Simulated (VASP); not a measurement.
A run of VASP 6.6.1:

File INCAR:

```
SYSTEM = Os
ALGO     = Normal         ! electronic algorithm
EDIFF    = 1E-6           ! SCF threshold, eV
ENCUT    = 520            ! plane-wave cutoff, eV
GGA      = RE             ! functional
ISIF     = 2              ! what is computed and relaxed
ISMEAR   = -1             ! smearing method
LASPH    = .True.         ! aspherical terms in the spheres
LCHARG   = .True.         ! write CHGCAR
LELF     = .True.         ! ELF
LREAL    = .False.        ! projectors in reciprocal space
LVHAR    = .True.       
LWAVE    = .False.        ! write WAVECAR
NBANDS   = 15             ! bands
NELM     = 60             ! most SCF steps
PREC     = Accurate       ! precision mode
SIGMA    = 0.1            ! smearing width, eV
```

The input KPOINTS:

```
k-points
0
Gamma
  16 16 16
  0 0 0
```

File POSCAR:

```
Os
1.0
    0.0000000000      2.7868452673      2.7868452673
    2.7868452673      0.0000000000      2.7868452673
    2.7868452673      2.7868452673      0.0000000000
Os
2
Direct
    0.1250000000      0.1250000000      0.1250000000
    0.8750000000      0.8750000000      0.8750000000
```

Potentials or basis: VASP PAW PBE potentials, release 64 (Os).

Command:

```sh
$ cat potpaw_PBE.64/Os/POTCAR > POTCAR
$ mpirun -np 1 vasp_std > vasp.out
```

Hardware: 1 thread of Intel Xeon 8259CL, on a shared host.

Task: Estimate the wall time of this run.

Result: It took 100 s on 1 thread of Intel Xeon 8259CL (shared host), peak memory 0.23 GiB. Counts: scf iterations 11, k points 145.
